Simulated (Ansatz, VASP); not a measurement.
**Bi in VASP and in Ansatz**

POSCAR

```
Bi
1.0
   -4.3896088981      4.3896088981      2.0377146318
    4.3896088981     -4.3896088981      2.0377146318
    4.3896088981      4.3896088981     -2.0377146318
Bi
4
Direct
    0.1456555000      0.3543445000      0.5000000000
    0.8543445000      0.6456555000      0.5000000000
    0.6456555000      0.1456555000      0.7913110000
    0.3543445000      0.8543445000      0.2086890000
```

INCAR.step1

```
SYSTEM = Bi
PREC = Accurate
ENCUT = 520
ISMEAR = -1
SIGMA = 0.05
LREAL = .FALSE.
LASPH = .TRUE.
NELM = 80
NBANDS = 38
GGA = PE
ALGO = Normal
EDIFF = 1E-4
LWAVE = .TRUE.
LCHARG = .FALSE.
```

INCAR.step2

```
SYSTEM = Bi
PREC = Accurate
ENCUT = 520
EDIFF = 1E-6
ISMEAR = -1
SIGMA = 0.05
LREAL = .FALSE.
LASPH = .TRUE.
NELM = 80
ALGO = Normal
ISIF = 2
LWAVE = .FALSE.
LCHARG = .FALSE.
METAGGA = R2SCAN
LMIXTAU = .TRUE.
NBANDS = 38
ISTART = 1
```

The input KPOINTS:

```
regular mesh
0
G
  7 7 7
  0 0 0
```

input.yaml

```yaml
crystal:
  lattice:
    - [-4.3896088981, 4.3896088981, 2.0377146318]
    - [4.3896088981, -4.3896088981, 2.0377146318]
    - [4.3896088981, 4.3896088981, -2.0377146318]
  atoms:
    - { symbol: Bi, position: [0.1456555, 0.3543445, 0.5] }
    - { symbol: Bi, position: [0.8543445, 0.6456555, 0.5] }
    - { symbol: Bi, position: [0.6456555, 0.1456555, 0.791311] }
    - { symbol: Bi, position: [0.3543445, 0.8543445, 0.208689] }
hamiltonian:
  xc: r2scan
  pseudopotentials: { kind: paw }
kpoints:
  mp_grid: { grid: [7, 7, 7] }
scf:
  occupations: { method: fermi_dirac, width: 0.05 }
output:
  forces: true
  stress: true
  eigenvalues: true
```

Alike in both runs: task single point; functional r2SCAN; k mesh 7 × 7 × 7; occupations fermi-dirac, width 0.05 eV; no spin polarisation.

|  | VASP | Ansatz |
| --- | --- | --- |
| version | VASP 6.6.1 | Ansatz 0.2.0 |
| potentials or method | VASP PAW PBE potentials, release 64 (Bi_d) | Ansatz PAW |
| plane-wave cutoff (eV) | 520 | 500 |
| valence electrons in the cell | 60 | 60 |

|  | VASP | Ansatz | Ansatz less VASP |
| --- | --- | --- | --- |
| gap on the k mesh at the Fermi level (eV) | none | none | - |
| pressure (GPa) | 1.0 | 1.0 | +0.04 |
| traceless stress, the component that is largest in VASP (GPa) | 0.46 | 0.46 | +0.004 |
| rms of the force components (eV/Å) | 0.057 | 0.055 | -0.0018 |

VASP's potentials were made for PBE, not for r2SCAN. Atom by atom the forces differ by 0.002 eV/Å (rms over components). A gap of «none» marks a metal or a gap that the smearing closes.

Spin-orbit coupling is off throughout.
